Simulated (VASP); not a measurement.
# WC (Fm-3m) in VASP: notebook, part 2 of 2

VASP 6.6.1. The steps go on from the part before.

**3. Single point, r2SCAN**

This run uses another cell than the first one, of 10.39 Å³/atom, 0.986 times its volume.

File POSCAR:

```
WC
1.0
    0.0000000000      2.1824154782      2.1824154782
    2.1824154782      0.0000000000      2.1824154782
    2.1824154782      2.1824154782      0.0000000000
W C
1 1
Direct
    0.0000000000      0.0000000000      0.0000000000
    0.5000000000      0.5000000000      0.5000000000
```

File INCAR.step1:

```
SYSTEM = WC
ALGO = Normal ; EDIFF = 1E-4
ENCUT = 520 ; GGA = PE
ISMEAR = 0 ; LASPH = .True.
LCHARG = .False. ; LREAL = .False.
LWAVE = .True. ; NBANDS = 16
NELM = 100 ; PREC = Accurate
SIGMA = 0.1
```

File INCAR.step2:

```
SYSTEM = WC
ALGO = Normal ; EDIFF = 1E-7
ENCUT = 520 ; ISIF = 2
ISMEAR = 0 ; ISTART = 1
LASPH = .True. ; LCHARG = .False.
LMIXTAU = .True. ; LREAL = .False.
LWAVE = .False. ; METAGGA = R2SCAN
NBANDS = 16 ; NELM = 100
PREC = Accurate ; SIGMA = 0.1
```

File KPOINTS:

```
k-points
0
Gamma
  16 16 16
  0 0 0
```

Potentials or basis: VASP PAW PBE potentials, release 64 (W_sv, C).

Launch:

```
cat potpaw_PBE.64/W_sv/POTCAR potpaw_PBE.64/C/POTCAR > POTCAR
cp INCAR.step1 INCAR
mpirun -np 1 vasp_std > vasp.out
cp INCAR.step2 INCAR
mpirun -np 1 vasp_std > vasp.out
```

OUTCAR:

```text
SYSTEM = WC
   EDIFF = 1E-7
   ENCUT = 520
   ISIF = 2
   ISMEAR = 0
   ISTART = 1
   LASPH = .True.
   LREAL = .False.
   METAGGA = R2SCAN
   NELM = 100
   PREC = Accurate

 ion  position               nearest neighbor table
   1  0.000  0.000  0.000-   2 2.18   2 2.18   2 2.18   2 2.18   2 2.18   2 2.18
   2  0.500  0.500  0.500-   1 2.18   1 2.18   1 2.18   1 2.18   1 2.18   1 2.18

  LATTYP: Found a face centered cubic cell.
 ALAT       =     4.3648309564

  Lattice vectors:

 A1 = (   0.0000000000,   2.1824154782,   2.1824154782)
 A2 = (   2.1824154782,   0.0000000000,   2.1824154782)
 A3 = (   2.1824154782,   2.1824154782,   0.0000000000)

Analysis of symmetry for initial positions (statically):
=====================================================================
 Subroutine PRICEL returns:
 Original cell was already a primitive cell.

 Routine SETGRP: Setting up the symmetry group for a
 face centered cubic supercell.

 Subroutine GETGRP returns: Found 48 space group operations
 (whereof 48 operations were pure point group operations)
 out of a pool of 48 trial point group operations.

The static configuration has the point symmetry O_h .

[... 155 lines left out ...]
  ---------------------------------------------------
  free energy    TOTEN  =       -60.62602875 eV

  energy without entropy =      -60.62085891  energy(sigma->0) =      -60.62344383

 E-fermi :  12.6846     XC(G=0): -14.9428

 val. band max:       12.6778772937   @ k =  -0.3125   0.2500   0.0625
 cond. band min:      12.6889007618   @ k =  -0.3125   0.3125   0.0000
 fundamental gap:      0.0110234680
 Fermi energy:        12.6846344614

 k-point     1 :       0.0000    0.0000    0.0000
  band No.  band energies     occupation
      1     -64.8309      2.00000
      2     -28.1638      2.00000
      3     -28.1638      2.00000
      4     -28.1638      2.00000
      5      -4.2167      2.00000
      6       9.7246      2.00000
[... 433 lines left out ...]
      3     -28.1819      2.00000
      4     -28.1660      2.00000
      5      -3.9124      2.00000
      6       8.8658      2.00000
[... 8 lines left out ...]
     15      23.8852      0.00000
     16      34.0194      0.00000

 [... further k-points ...]
[... 5 lines left out ...]
  --------------------------------------------------------------------------------------
  -------------------------------------------------------------------------------------
  Total        0.2174925      0.2174925      0.2174925      0.0000000      0.0000000      0.0000000
  in kB       16.7614878     16.7614878     16.7614878      0.0000000      0.0000000      0.0000000
  external PRESSURE =      16.7614878 kB  Pullay stress =       0.0000000 kB

 VOLUME and BASIS-vectors are now :
 -----------------------------------------------------------------------------
  energy-cutoff  :      520.00
  volume of cell :       20.79
      direct lattice vectors                 reciprocal lattice vectors
     0.000000000  2.182415478  2.182415478    -0.229103947  0.229103947  0.229103947
     2.182415478  0.000000000  2.182415478     0.229103947 -0.229103947  0.229103947
     2.182415478  2.182415478  0.000000000     0.229103947  0.229103947 -0.229103947

 POSITION                                       TOTAL-FORCE (eV/Angst)
 -----------------------------------------------------------------------------------
      0.00000      0.00000      0.00000         0.000000      0.000000      0.000000
      2.18242      2.18242      2.18242        -0.000000     -0.000000     -0.000000
 -----------------------------------------------------------------------------------
    total drift:                                0.000000     -0.000000     -0.000000

  FREE ENERGIE OF THE ION-ELECTRON SYSTEM (eV)
  ---------------------------------------------------
  free  energy   TOTEN  =       -60.6260287510 eV

  energy  without entropy=      -60.6208589128  energy(sigma->0) =      -60.62344383
```

OUTCAR.step1:

```text
SYSTEM = WC
   EDIFF = 1E-4
   ENCUT = 520
   GGA = PE
   ISMEAR = 0
   LASPH = .True.
   LREAL = .False.
[... 676 lines left out ...]
      0.00000      0.00000      0.00000        -0.000000     -0.000000     -0.000000
      2.18242      2.18242      2.18242         0.000000      0.000000      0.000000
 -----------------------------------------------------------------------------------
    total drift:                                0.000000     -0.000000     -0.000000

  FREE ENERGIE OF THE ION-ELECTRON SYSTEM (eV)
  ---------------------------------------------------
  free  energy   TOTEN  =       -21.5524062494 eV

  energy  without entropy=      -21.5470197338  energy(sigma->0) =      -21.54971299
```

OSZICAR.step1:

```text
N       E                     dE             d eps       ncg     rms          rms(c)
DAV:   1     0.108740719025E+03    0.10874E+03   -0.92862E+03  4656   0.125E+03
DAV:   2    -0.217075094758E+02   -0.13045E+03   -0.12588E+03  5528   0.334E+02
DAV:   3    -0.250319835260E+02   -0.33245E+01   -0.33086E+01  5064   0.502E+01
DAV:   4    -0.250486226724E+02   -0.16639E-01   -0.16638E-01  6032   0.403E+00
DAV:   5    -0.250487424911E+02   -0.11982E-03   -0.11982E-03  5080   0.325E-01    0.316E+01
DAV:   6    -0.216492810014E+02    0.33995E+01   -0.85648E+00  5872   0.278E+01    0.809E+00
DAV:   7    -0.215807802331E+02    0.68501E-01   -0.48409E-01  4672   0.550E+00    0.649E+00
DAV:   8    -0.215545514734E+02    0.26229E-01   -0.72520E-02  5328   0.228E+00    0.152E+00
DAV:   9    -0.215524654957E+02    0.20860E-02   -0.36043E-03  5112   0.501E-01    0.117E-01
DAV:  10    -0.215524062494E+02    0.59246E-04   -0.35890E-04  5432   0.204E-01
   1 F= -.21552406E+02 E0= -.21549713E+02  d E =-.538652E-02
```

Wall time 64 s (1 thread of Intel Xeon 6975P-C (Granite Rapids), shared host); peak memory 0.17 GiB.

Results:

* Free energy: -60.6260 eV
* Pressure: 1.7 GPa
* Band gap on the k mesh: zero (band 9 reaches 13.74 eV, above the bottom of band 10 at 10.44 eV)

Caveat: the PAW data sets were made with another functional, which shifts forces and pressure a little; spin-orbit coupling is left out, which moves the levels of the heavy elements.
